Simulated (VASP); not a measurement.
# ZrB2 (P6/mmm) in VASP: single point with PBE

Aim: the single point of ZrB2 with PBE.

Program: VASP 6.6.1. These are calculated values, not measurements. Logs are shortened: lines on timing, memory, paths and dates and some standing lists are left out, and cuts for length are marked.

## 1. The cell of the first run

The structure is hexagonal, space group P6/mmm (No. 191). The conventional cell has a = 3.171 Å, b = 3.171 Å, c = 3.542 Å, α = 90.00°, β = 90.00°, γ = 120.00°. Within 3.4 Å of Zr (site symmetry 6/mmm) lie 12 B at 2.55 Å and 6 Zr at 3.17 Å. Within 2.4 Å of B (site symmetry -6m2) lie 3 B at 1.83 Å.

## 2. Single point, PBE

INCAR

```
  PREC = Accurate
  ENCUT = 520
  EDIFF = 1E-6
  ISMEAR = 0
  SIGMA = 0.1
  LREAL = F
  LASPH = T
  NELM = 100
  ALGO = Normal
  ISIF = 2
  LWAVE = F
  LCHARG = F
  GGA = PE
  NBANDS = 16
```

KPOINTS

```
regular mesh
0
Gamma
  18 18 12
```

POSCAR

```
ZrB2
1.0
    3.1713308749      0.0000000000      0.0000000000
   -1.5856654374      2.7464531015      0.0000000000
    0.0000000000      0.0000000000      3.5419829895
Zr B
1 2
Direct
    0.0000000000      0.0000000000      0.0000000000
    0.3333333333      0.6666666667      0.5000000000
    0.6666666667      0.3333333333      0.5000000000
```

Potentials or basis: VASP PAW PBE potentials, release 64 (Zr_sv, B).

Launch:

```
> cat potpaw_PBE.64/Zr_sv/POTCAR potpaw_PBE.64/B/POTCAR > POTCAR
> mpirun -np 1 vasp_std > vasp.out
```

OUTCAR:

```text
PREC = Accurate
   ENCUT = 520
   EDIFF = 1E-6
   ISMEAR = 0
   LREAL = F
   LASPH = T
   NELM = 100
   ISIF = 2
   GGA = PE

 ion  position               nearest neighbor table
   1  0.000  0.000  0.000-   2 2.55   3 2.55   2 2.55   3 2.55   3 2.55   3 2.55   2 2.55   2 2.55
                             3 2.55   3 2.55   2 2.55   2 2.55
   2  0.333  0.667  0.500-   3 1.83   3 1.83   3 1.83   1 2.55   1 2.55   1 2.55   1 2.55   1 2.55
                             1 2.55
   3  0.667  0.333  0.500-   2 1.83   2 1.83   2 1.83   1 2.55   1 2.55   1 2.55   1 2.55   1 2.55
                             1 2.55

  LATTYP: Found a hexagonal cell.
 ALAT       =     3.1713308749
 C/A-ratio  =     1.1168758888

  Lattice vectors:

 A1 = (   3.1713308749,   0.0000000000,   0.0000000000)
 A2 = (  -1.5856654374,   2.7464531015,   0.0000000000)
 A3 = (   0.0000000000,   0.0000000000,   3.5419829895)

Analysis of symmetry for initial positions (statically):
=====================================================================
 Subroutine PRICEL returns:
 Original cell was already a primitive cell.

 Routine SETGRP: Setting up the symmetry group for a
 hexagonal supercell.

 Subroutine GETGRP returns: Found 24 space group operations
 (whereof 24 operations were pure point group operations)
 out of a pool of 24 trial point group operations.

The static configuration has the point symmetry D_6h.

Analysis of symmetry for dynamics (positions and initial velocities):
=====================================================================
 Subroutine PRICEL returns:
 Original cell was already a primitive cell.

 Routine SETGRP: Setting up the symmetry group for a
 hexagonal supercell.

 Subroutine GETGRP returns: Found 24 space group operations
 (whereof 24 operations were pure point group operations)
 out of a pool of 24 trial point group operations.

The dynamic configuration has the point symmetry D_6h.

 Subroutine INISYM returns: Found 24 space group operations
 (whereof 24 operations are pure point group operations),
 and found     1 'primitive' translations

----------------------------------------------------------------------------------------

                                     Primitive cell

  volume of cell :      30.8504

  direct lattice vectors                    reciprocal lattice vectors
     3.171330875  0.000000000  0.000000000     0.315325029  0.182052990  0.000000000
    -1.585665437  2.746453102  0.000000000     0.000000000  0.364105981  0.000000000
     0.000000000  0.000000000  3.541982990     0.000000000  0.000000000  0.282327725

  length of vectors
[... 83 lines left out ...]
   NELM   =    100;   NELMIN=  2; NELMDL= -5     # of ELM steps
   EDIFF  = 0.1E-05   stopping-criterion for ELM
   LREAL  =      F    real-space projection
   EDIFFG = 0.1E-04   stopping-criterion for IOM
   NSW    =      0    number of steps for IOM
   IBRION =     -1    ionic relax: 0-MD 1-quasi-New 2-CG
   NFREE  =      0    steps in history (QN), initial steepest desc. (CG)
   ISIF   =      2    stress and relaxation
   ISYM   =      2    0-nonsym 1-usesym 2-fastsym
   POTIM  = 0.5000    time-step for ionic-motion
   TEBEG  =    0.0;   TEEND  =   0.0 temperature during run
   PSTRESS=    0.0 pullay stress
   NELECT =      18.0000    total number of electrons
   NUPDOWN=      -1.0000    fix difference up-down
   EMIN   =  10.00;   EMAX   =-10.00  energy-range for DOS
   EFERMI =   0.00;   METHOD = LEGACY
   ISMEAR =     0;   SIGMA  =   0.10  broadening in eV -4-tet -1-fermi 0-gaus
   EFERMI_NEDOS =   21; number of points for ismear=-14 and -15
   IALGO  =     38    algorithm
   IMIX   =      4    mixing-type and parameters
     AMIX     =   0.40;   BMIX     =  1.00
     AMIX_MAG =   1.60;   BMIX_MAG =  1.00
  volume/ion in A,a.u.               =      10.28        69.40
  Fermi-wavevector in a.u.,A,eV,Ry     =   1.367977  2.585102 25.461429  1.871362
  Thomas-Fermi vector in A             =   2.493982
   LORBIT       =      0    0 simple, 1 ext, 2 COOP (PROOUT), +10 PAW based schemes
   GGA     = PE    functional components
   LHFCALC =     F    Hartree Fock is set to
   AEXX    =    0.0000 exact exchange contribution
   IVDW    =     0    specifies the selected vdW correction
   LEPSILON=     F    determine dielectric tensor
   LRPA    =     F    only Hartree local field effects (RPA)
 non-spin polarized calculation
 Gauss-broadening in eV      SIGMA  =   0.10
  energy-cutoff  :      520.00
  volume of cell :       30.85
 maximum number of plane-waves:       852
 NGX is ok and might be reduce to    24
   NGX = 11   NGY = 11   NGZ = 13

 number of electron      18.0000000 magnetization

 Free energy of the ion-electron system (eV)
  ---------------------------------------------------
  ext. energy  EPLUGINS =         0.00000000
  ---------------------------------------------------
  free energy    TOTEN  =       -24.97932837 eV

  energy without entropy =      -24.97819764  energy(sigma->0) =      -24.97876300

 E-fermi :  10.5432     XC(G=0): -12.4272

 val. band max:       10.4732118593   @ k =   0.1111  -0.0000   0.4167
 cond. band min:      10.5509859237   @ k =   0.0000   0.0000   0.2500
 fundamental gap:      0.0777740644
 Fermi energy:        10.5432101079

 k-point     1 :       0.0000    0.0000    0.0000
  band No.  band energies     occupation
      1     -38.1560      2.00000
      2     -16.3427      2.00000
      3     -15.7893      2.00000
      4     -15.7893      2.00000
      5      -2.2293      2.00000
      6       7.8785      2.00000
[... 433 lines left out ...]
      3     -16.1698      2.00000
      4     -16.0661      2.00000
      5       1.1693      2.00000
      6       2.6603      2.00000
[... 8 lines left out ...]
     15      19.1859      0.00000
     16      19.9421      0.00000

 [... further k-points ...]
[... 5 lines left out ...]
  --------------------------------------------------------------------------------------
  -------------------------------------------------------------------------------------
  Total        0.0162114      0.0162114      0.0355426      0.0000000      0.0000000      0.0000000
  in kB        0.8419194      0.8419194      1.8458651      0.0000000      0.0000000      0.0000000
  external PRESSURE =       1.1765680 kB  Pullay stress =       0.0000000 kB

 VOLUME and BASIS-vectors are now :
 -----------------------------------------------------------------------------
  energy-cutoff  :      520.00
  volume of cell :       30.85
      direct lattice vectors                 reciprocal lattice vectors
     3.171330875  0.000000000  0.000000000     0.315325029  0.182052990  0.000000000
    -1.585665437  2.746453102  0.000000000     0.000000000  0.364105981  0.000000000
     0.000000000  0.000000000  3.541982990     0.000000000  0.000000000  0.282327725

 POSITION                                       TOTAL-FORCE (eV/Angst)
 -----------------------------------------------------------------------------------
      0.00000      0.00000      0.00000        -0.000000     -0.000000      0.000000
     -0.00000      1.83097      1.77099         0.000000     -0.000000      0.000000
      1.58567      0.91548      1.77099        -0.000000      0.000000      0.000000
 -----------------------------------------------------------------------------------
    total drift:                               -0.000000      0.000000     -0.000000

  FREE ENERGIE OF THE ION-ELECTRON SYSTEM (eV)
  ---------------------------------------------------
  free  energy   TOTEN  =       -24.9793283667 eV

  energy  without entropy=      -24.9781976375  energy(sigma->0) =      -24.97876300
```

stdout:

```text
POSCAR found type information on POSCAR ZrB
 POSCAR found :  2 types and       3 ions
 scaLAPACK will be used
 LDA part: xc-table for (Slater+PW92), standard interpolation
 POSCAR, INCAR and KPOINTS ok, starting setup
 FFT: planning ... GRIDC
 FFT: planning ... GRID_SOFT
 FFT: planning ... GRID
 WAVECAR not read
 entering main loop
```

It took 1.7 min on 1 thread of Intel Xeon Platinum 8259CL at 2.50GHz (Skylake/Cascade Lake), shared host; peak memory 0.24 GiB.

What came out:

```yaml
Free_energy: -24.9793 eV
Pressure: 0.1 GPa
Band_gap_on_the_k_mesh: zero (bands 9 and 10 overlap by 1.30 eV)
```

Levels at points of the mesh, in eV from the Fermi level:
```tsv
k point	band 5	band 6	band 7	band 8	band 9	band 10	band 11	band 12	band 13	band 14
(0.00, 0.00, 0.00)	-12.77	-2.66	-2.66	-2.64	-2.42	3.33	3.33	4.09	4.09	4.81
(0.50, 0.00, 0.00)	-9.00	-8.57	-3.95	-3.11	-2.73	2.16	2.24	4.86	4.92	6.43
(0.00, 0.00, 0.50)	-10.77	-7.01	-1.01	-1.01	0.29	0.29	0.72	0.72	1.73	5.00
(0.50, 0.00, 0.50)	-9.96	-7.06	-4.65	-4.17	-2.07	3.64	4.01	5.23	6.12	6.38
```
